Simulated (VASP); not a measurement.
Input of a VASP 6.6.1 run:

Contents of POSCAR:

```
SrCl2
1.0
    2.0857437515      1.2042047164      6.1350485037
   -2.0857437515      1.2042047164      6.1350485037
    0.0000000000     -2.4084094327      6.1350485037
Sr Cl
1 2
Direct
    0.0002014278      0.0002014278      0.0002014278
    0.4227725643      0.4227725643      0.4227725643
    0.2436926746      0.2436926746      0.2436926746
```

The input INCAR.step1:

```
SYSTEM = SrCl2
PREC = Accurate
ENCUT = 520
ISMEAR = 0
SIGMA = 0.01
LREAL = .False.
LASPH = .True.
NELM = 80
NBANDS = 19
GGA = PE
ALGO = Normal
EDIFF = 1E-4
LWAVE = .True.
LCHARG = .False.
```

The input INCAR.step2:

```
SYSTEM = SrCl2
PREC = Accurate
ENCUT = 520
EDIFF = 1E-6
ISMEAR = 0
SIGMA = 0.01
LREAL = .False.
LASPH = .True.
NELM = 80
ALGO = Normal
ISIF = 2
LWAVE = .False.
LCHARG = .False.
METAGGA = R2SCAN
LMIXTAU = .True.
NBANDS = 19
ISTART = 1
```

The input KPOINTS:

```
regular mesh
0
Gamma
  8 8 8
  0 0 0
```

Potentials or basis: VASP PAW PBE potentials, release 64 (Sr_sv, Cl).

The run is started by

```sh
$ cat potpaw_PBE.64/Sr_sv/POTCAR potpaw_PBE.64/Cl/POTCAR > POTCAR
$ cp INCAR.step1 INCAR
$ mpirun -np 1 vasp_std > vasp.out
$ cp INCAR.step2 INCAR
$ mpirun -np 1 vasp_std > vasp.out
```

Q: What does it give for the pressure?

A: 0.7 GPa.

Q: Estimate the largest force.

A: 0.008 eV/Å.

Q: Estimate the band gap on the k mesh.

A: 4.88 eV.

Forces on the atoms (eV/Å):
```
Sr   0.000  0.000 -0.001
Cl   0.000  0.000  0.008
Cl   0.000  0.000 -0.007
```

Caveat: the PAW data sets were made with another functional, which shifts forces and pressure a little. A k mesh can miss the band edges.
